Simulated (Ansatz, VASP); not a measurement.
# W: VASP beside Ansatz

```
W
1.0
     0.00000    4.06000    4.06000
     4.06000    0.00000    4.06000
     4.06000    4.06000    0.00000
W
8
Direct
  0.01280 0.01280 0.01280
  0.00000 0.00000 0.50000
  0.00000 0.50000 0.00000
  0.00000 0.50000 0.50000
  0.50000 0.00000 0.00000
  0.50000 0.00000 0.50000
  0.50000 0.50000 0.00000
  0.50000 0.50000 0.50000
```

Alike in both runs: task single point; functional PBEsol; k mesh 10 × 10 × 10; occupations gaussian, width 0.15 eV; no spin polarisation.

|  | VASP | Ansatz |
| --- | --- | --- |
| version | VASP 6.6.1 | Ansatz 0.2.0 |
| potentials or method | VASP PAW PBE potentials, release 64 (W_sv), cutoff 520 eV | scalar-relativistic, plane waves, PAW |
| valence electrons in the cell | 112 | 112 |

```csv
,VASP,Ansatz,Ansatz less VASP
gap on the k mesh at the Fermi level (eV),none,none,-
pressure (GPa),-11.3,-11.7,-0.48
"traceless stress, the component that is largest in VASP (GPa)",-0.88,-0.87,+0.008
rms of the force components (eV/Å),0.531,0.524,-0.0063
```

VASP's potentials were made for PBE, not for PBEsol. Atom by atom the forces differ by 0.006 eV/Å (rms over components). A gap of «none» marks a metal or a gap that the smearing closes. The functional is the same, so the differences come from potentials, cutoffs and numerics.

Neither program's run includes spin-orbit coupling.
